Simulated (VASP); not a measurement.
Crystal: BIr3Pd.

```
B Pd Ir
1.0
     3.16018    0.00000    0.00000
     0.00000    3.16018    0.00000
     0.00000    0.00000    7.06756
B Pd Ir
1 1 3
Direct
  0.50000 0.50000 0.00000
  0.00000 0.00000 0.00000
  0.50000 0.50000 0.35392
  0.50000 0.50000 0.64608
  0.00000 0.00000 0.50000
```

Base run:

- Program: VASP 6.6.1
- Functional: PBE
- Potentials or basis: VASP PAW PBE potentials, release 64 (B, Pd_sv_GW, Ir_sv_GW)
- Cutoff: 540 eV
- k mesh: 6 × 6 × 4
- Occupations: gaussian, width 0.1 eV
- Spin: no spin polarisation

Its results: band gap on the k mesh zero (band 36 reaches 10.37 eV, above the bottom of band 37 at 9.33 eV); pressure 48.9 GPa; largest force 22.210 eV/Å.

The run is repeated on the same cell with these changes: potentials or basis from VASP PAW PBE potentials, release 64 (B, Pd_sv_GW, Ir_sv_GW) to VASP PAW PBE potentials, release 64 (B, Pd, Ir); cutoff from 540 eV to 520 eV; further incar settings from ALGO = Normal; EDIFF = 1e-06; NBANDS = 44 to ALGO = Fast; EDIFF = 1e-06; NBANDS = 28; valence electrons from 72 to 40. What comes out?

Band gap on the k mesh zero (band 20 reaches 9.14 eV, above the bottom of band 21 at 8.12 eV); pressure 50.5 GPa; largest force 21.538 eV/Å.

Caveats: spin-orbit coupling is left out, which moves the levels of the heavy elements; forces of over 1 eV/Å act on the atoms, so gaps and moduli don't describe the material at rest.
